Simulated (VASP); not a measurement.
Crystal: Bi3B5.

```
B Bi
1.0
    -3.16947    3.16947    3.16947
     3.16947   -3.16947    3.16947
     3.16947    3.16947   -3.16947
B Bi
5 3
Cartesian
  0.0000 0.0000 0.0000
  1.5847 1.5847 -1.5847
  1.5847 -1.5847 1.5847
  -1.5847 1.5847 1.5847
  1.5847 1.5847 1.5847
  3.1695 0.0000 0.0000
  0.0000 0.0000 3.1695
  0.0000 3.1695 0.0000
```

| Item | Value |
| --- | --- |
| Program | VASP 6.6.1 |
| Task | relaxation of cell and atoms |
| Functional | PBE |
| Potentials or basis | VASP PAW PBE potentials, release 64 (B, Bi_d) |
| Cutoff | 600 eV |
| k mesh | 8 × 8 × 8 |
| Occupations | gaussian, width 0.1 eV |
| Spin | no spin polarisation |

At the start: pressure 4.0 GPa; volume 15.92 Å³/atom.

Problem. Where does the relaxation end?

Solution. Over 3 steps the energy falls by 9.4 meV/atom and the volume is 16.69 Å³/atom (+4.9 %); space group Im-3m (No. 229, to 0.05 Å).

The path:
```csv
step,energy change (eV),largest force (eV/Å),pressure (GPa),volume (Å³)
1,0.0000,0.0000,4.04,127.36
2,-0.0717,0.0000,-0.74,134.91
3,-0.0749,0.0000,0.01,133.55
```

Final structure:
```
B Bi
1.0
    -3.22005    3.22005    3.22005
     3.22005   -3.22005    3.22005
     3.22005    3.22005   -3.22005
B Bi
5 3
Direct
  0.00000 0.00000 0.00000
  0.00000 0.00000 0.50000
  0.00000 0.50000 0.00000
  0.50000 0.00000 0.00000
  0.50000 0.50000 0.50000
  0.00000 0.50000 0.50000
  0.50000 0.50000 0.00000
  0.50000 0.00000 0.50000
```
